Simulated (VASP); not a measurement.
## Br: single point with LDA

The system is Br.

```
Br
1.0
     0.00000    2.47858    2.47858
     2.47858    0.00000    2.47858
     2.47858    2.47858    0.00000
Br
2
Direct
  0.87500 0.87500 0.87500
  0.12500 0.12500 0.12500
```

This cell differs from its parent crystal: volume scaled by 0.4.

```yaml
Program: VASP 6.6.1
Task: single point
Functional: LDA
Potentials_or_basis: VASP PAW LDA potentials, release 64 (Br)
Cutoff: 520 eV
k_mesh: 11 × 11 × 11
Occupations: fermi-dirac, width 0.08 eV
Spin: no spin polarisation
Dipole_correction: no
Further_INCAR_settings: ALGO = Normal; EDIFF = 1e-06; NBANDS = 14
```

```json
{"Pressure": "138.0 GPa", "Band gap on the k mesh": "zero (band 7 reaches 13.94 eV, above the bottom of band 8 at 6.99 eV)"}
```

Levels at points of the mesh, in eV from the Fermi level:
```
           k point  band 4  band 5  band 6  band 7  band 8  band 9  band 10  band 11
(0.00, 0.00, 0.00)   -8.46   -8.46   -3.95   -3.95   -3.95    3.53     6.13     6.13
```

Run time: 20 s on 1 thread of Intel(R) Xeon(R) Platinum 8259CL CPU @ 2.50GHz (Skylake/Cascade Lake), on a shared host, peak memory 0.14 GiB.
